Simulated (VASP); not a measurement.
# AlN (P4/mmm) in VASP: single point with PBE

Aim: the single point of AlN with PBE.

All numbers are computed with VASP 6.6.1; they aren't measurements. Logs are shortened: lines on timing, memory, paths and dates and some standing lists are left out, and cuts for length are marked.

**1. The cell of the first run**

The structure is tetragonal, space group P4/mmm (No. 123). Conventional cell: a = 2.692 Å, b = 2.692 Å, c = 4.981 Å, α = 90.00°, β = 90.00°, γ = 90.00°. Al (site symmetry 4/mmm) has 4 N at 1.90 Å within 2.5 Å. Within 2.5 Å of N (site symmetry 4/mmm) lie 4 Al at 1.90 Å.

**2. Single point, PBE**

INCAR

```
SYSTEM = AlN
PREC     = Accurate       ! precision mode
ENCUT    = 600            ! plane-wave cutoff, eV
EDIFF    = 1E-6           ! SCF threshold, eV
ISMEAR   = 1              ! smearing method
SIGMA    = 0.02           ! smearing width, eV
LREAL    = .False.        ! projectors in reciprocal space
LASPH    = .True.         ! aspherical terms in the spheres
NELM     = 120            ! most SCF steps
ALGO     = Normal         ! electronic algorithm
ISIF     = 2              ! what is computed and relaxed
LWAVE    = .False.        ! write WAVECAR
LCHARG   = .True.         ! write CHGCAR
GGA      = PE             ! functional
LELF     = .True.         ! ELF
LVHAR    = .True.       
NBANDS   = 11             ! bands
GGA_COMPAT= .False.
```

KPOINTS

```
Automatic mesh
0
Gamma
  10 10 6
  0 0 0
```

POSCAR

```
AlN
1.0
    2.6923435875      0.0000000000      0.0000000000
    0.0000000000      2.6923435875      0.0000000000
    0.0000000000      0.0000000000      4.9808239218
Al N
1 1
Direct
    0.5000000000      0.5000000000      0.0000000000
    0.0000000000      0.0000000000      0.0000000000
```

Potentials or basis: VASP PAW PBE potentials, release 64 (Al, N).

Started as:

```console
$ cat potpaw_PBE.64/Al/POTCAR potpaw_PBE.64/N/POTCAR > POTCAR
$ mpirun -np 1 vasp_std > vasp.out
```

OUTCAR:

```text
SYSTEM = AlN
   PREC = Accurate
   ENCUT = 600
   EDIFF = 1E-6
   ISMEAR = 1
   LREAL = .False.
   LASPH = .True.
   NELM = 120
   ISIF = 2
   GGA = PE

 ion  position               nearest neighbor table
   1  0.500  0.500  0.000-   2 1.90   2 1.90   2 1.90   2 1.90
   2  0.000  0.000  0.000-   1 1.90   1 1.90   1 1.90   1 1.90

  LATTYP: Found a simple tetragonal cell.
 ALAT       =     2.6923435875
 C/A-ratio  =     1.8499956487

  Lattice vectors:

 A1 = (   2.6923435875,   0.0000000000,   0.0000000000)
 A2 = (   0.0000000000,   2.6923435875,   0.0000000000)
 A3 = (   0.0000000000,   0.0000000000,   4.9808239218)

Analysis of symmetry for initial positions (statically):
=====================================================================
 Subroutine PRICEL returns:
 Original cell was already a primitive cell.

 Routine SETGRP: Setting up the symmetry group for a
 simple tetragonal supercell.

 Subroutine GETGRP returns: Found 16 space group operations
 (whereof 16 operations were pure point group operations)
 out of a pool of 16 trial point group operations.

The static configuration has the point symmetry D_4h.

Analysis of symmetry for dynamics (positions and initial velocities):
=====================================================================
 Subroutine PRICEL returns:
 Original cell was already a primitive cell.

 Routine SETGRP: Setting up the symmetry group for a
 simple tetragonal supercell.

 Subroutine GETGRP returns: Found 16 space group operations
 (whereof 16 operations were pure point group operations)
 out of a pool of 16 trial point group operations.

The dynamic configuration has the point symmetry D_4h.

 Subroutine INISYM returns: Found 16 space group operations
 (whereof 16 operations are pure point group operations),
 and found     1 'primitive' translations

----------------------------------------------------------------------------------------

                                     Primitive cell

  volume of cell :      36.1046

  direct lattice vectors                    reciprocal lattice vectors
     2.692343587  0.000000000  0.000000000     0.371423619  0.000000000  0.000000000
     0.000000000  2.692343587  0.000000000     0.000000000  0.371423619  0.000000000
     0.000000000  0.000000000  4.980823922     0.000000000  0.000000000  0.200769996

  length of vectors
     2.692343587  2.692343587  4.980823922     0.371423619  0.371423619  0.200769996

  position of ions in fractional coordinates (direct lattice)
     0.500000000  0.500000000  0.000000000
     0.000000000  0.000000000  0.000000000

  ion indices of the primitive-cell ions
[... 80 lines left out ...]
   NFREE  =      0    steps in history (QN), initial steepest desc. (CG)
   ISIF   =      2    stress and relaxation
   ISYM   =      2    0-nonsym 1-usesym 2-fastsym
   POTIM  = 0.5000    time-step for ionic-motion
   TEBEG  =    0.0;   TEEND  =   0.0 temperature during run
   PSTRESS=    0.0 pullay stress
   NELECT =       8.0000    total number of electrons
   NUPDOWN=      -1.0000    fix difference up-down
   EMIN   =  10.00;   EMAX   =-10.00  energy-range for DOS
   EFERMI =   0.00;   METHOD = LEGACY
   ISMEAR =     1;   SIGMA  =   0.02  broadening in eV -4-tet -1-fermi 0-gaus
   EFERMI_NEDOS =   21; number of points for ismear=-14 and -15
   IALGO  =     38    algorithm
   IMIX   =      4    mixing-type and parameters
     AMIX     =   0.40;   BMIX     =  1.00
     AMIX_MAG =   1.60;   BMIX_MAG =  1.00
  volume/ion in A,a.u.               =      18.05       121.82
  Fermi-wavevector in a.u.,A,eV,Ry     =   0.990644  1.872045 13.352414  0.981375
  Thomas-Fermi vector in A             =   2.122329
   LORBIT       =      0    0 simple, 1 ext, 2 COOP (PROOUT), +10 PAW based schemes
   GGA     = PE    functional components
   LHFCALC =     F    Hartree Fock is set to
   AEXX    =    0.0000 exact exchange contribution
   IVDW    =     0    specifies the selected vdW correction
   LEPSILON=     F    determine dielectric tensor
   LRPA    =     F    only Hartree local field effects (RPA)
 non-spin polarized calculation
 Methfessel and Paxton  Order N= 1 SIGMA  =   0.02
  energy-cutoff  :      600.00
  volume of cell :       36.10
 maximum number of plane-waves:      1229
 NGX is ok and might be reduce to    24
   NGX = 11   NGY = 11   NGZ = 19

 number of electron       8.0000000 magnetization

 Free energy of the ion-electron system (eV)
  ---------------------------------------------------
  ext. energy  EPLUGINS =         0.00000000
  ---------------------------------------------------
  free energy    TOTEN  =       -13.45567393 eV

  energy without entropy =      -13.45567393  energy(sigma->0) =      -13.45567393

 E-fermi :   2.6409     XC(G=0):  -7.7009

 val. band max:        2.5372085631   @ k =   0.5000   0.5000   0.0000
 cond. band min:       3.4666602595   @ k =   0.0000   0.0000   0.0000
 fundamental gap:      0.9294516964
 Fermi energy:         2.6408773872

 k-point     1 :       0.0000    0.0000    0.0000
  band No.  band energies     occupation
      1     -13.1905      2.00000
      2      -1.3422      2.00000
      3       1.5855      2.00000
      4       1.5855      2.00000
      5       3.4667      0.00000
      6      10.2424      0.00000
      7      10.3241      0.00000
      8      11.1531      0.00000
      9      19.9629      0.00000
     10      19.9629      0.00000
     11      20.6764      0.00000
[... 309 lines left out ...]
 k-point    24 :       0.2000    0.0000    0.1667
  band No.  band energies     occupation
      1     -12.6584      2.00000
      2      -1.0871      2.00000
      3      -0.8748      2.00000
      4       1.7261      2.00000
      5       4.9019      0.00000
      6       8.9377      0.00000
      7      11.4815      0.00000
      8      13.1090      0.00000
      9      16.2565      0.00000
     10      18.0821      0.00000
     11      19.0950      0.00000

 [... further k-points ...]
[... 5 lines left out ...]
  --------------------------------------------------------------------------------------
  -------------------------------------------------------------------------------------
  Total       -0.0438173     -0.0438173     -0.0186211      0.0000000      0.0000000      0.0000000
  in kB       -1.9444363     -1.9444363     -0.8263318      0.0000000      0.0000000      0.0000000
  external PRESSURE =      -1.5717348 kB  Pullay stress =       0.0000000 kB

 VOLUME and BASIS-vectors are now :
 -----------------------------------------------------------------------------
  energy-cutoff  :      600.00
  volume of cell :       36.10
      direct lattice vectors                 reciprocal lattice vectors
     2.692343587  0.000000000  0.000000000     0.371423619  0.000000000  0.000000000
     0.000000000  2.692343587  0.000000000     0.000000000  0.371423619  0.000000000
     0.000000000  0.000000000  4.980823922     0.000000000  0.000000000  0.200769996

 POSITION                                       TOTAL-FORCE (eV/Angst)
 -----------------------------------------------------------------------------------
      1.34617      1.34617      0.00000         0.000000      0.000000      0.000000
      0.00000      0.00000      0.00000         0.000000      0.000000      0.000000
 -----------------------------------------------------------------------------------
    total drift:                                0.000000      0.000000     -0.000000

  FREE ENERGIE OF THE ION-ELECTRON SYSTEM (eV)
  ---------------------------------------------------
  free  energy   TOTEN  =       -13.4556739320 eV

  energy  without entropy=      -13.4556739320  energy(sigma->0) =      -13.45567393
```

OSZICAR:

```text
N       E                     dE             d eps       ncg     rms          rms(c)
DAV:   1     0.186970143913E+02    0.18697E+02   -0.36438E+03  1856   0.674E+02
DAV:   2    -0.150767384805E+02   -0.33774E+02   -0.31690E+02  2327   0.126E+02
DAV:   3    -0.172001209708E+02   -0.21234E+01   -0.21172E+01  2345   0.313E+01
DAV:   4    -0.172158753579E+02   -0.15754E-01   -0.15760E-01  2132   0.294E+00
DAV:   5    -0.172160909597E+02   -0.21560E-03   -0.21560E-03  2296   0.344E-01    0.949E+00
DAV:   6    -0.136621672589E+02    0.35539E+01   -0.15685E+01  2301   0.203E+01    0.318E+00
DAV:   7    -0.135364440925E+02    0.12572E+00   -0.34168E-01  2104   0.381E+00    0.224E+00
DAV:   8    -0.134529123108E+02    0.83532E-01   -0.19138E-01  2108   0.305E+00    0.685E-01
DAV:   9    -0.134515534333E+02    0.13589E-02   -0.13386E-02  2143   0.693E-01    0.352E-01
DAV:  10    -0.134555426311E+02   -0.39892E-02   -0.33453E-03  2007   0.310E-01    0.108E-01
DAV:  11    -0.134556152551E+02   -0.72624E-04   -0.35294E-04  2125   0.921E-02    0.659E-02
DAV:  12    -0.134556737596E+02   -0.58505E-04   -0.88393E-05  1983   0.599E-02    0.788E-03
DAV:  13    -0.134556739320E+02   -0.17239E-06   -0.97896E-07  2208   0.773E-03
   1 F= -.13455674E+02 E0= -.13455674E+02  d E =0.106355E-14
```

It took 10 s on 1 thread of Intel Xeon 6975P-C (Granite Rapids), shared host; peak memory 0.17 GiB.

What came out:

| Property | Result |
| --- | --- |
| Free energy | -13.4557 eV |
| Pressure | -0.2 GPa |
| Band gap on the k mesh | 0.93 eV (least direct gap 1.88 eV) |

Stress tensor (GPa, compression positive):
```
-0.19  0.00  0.00
 0.00 -0.19  0.00
 0.00  0.00 -0.08
```

A k mesh can miss the band edges.
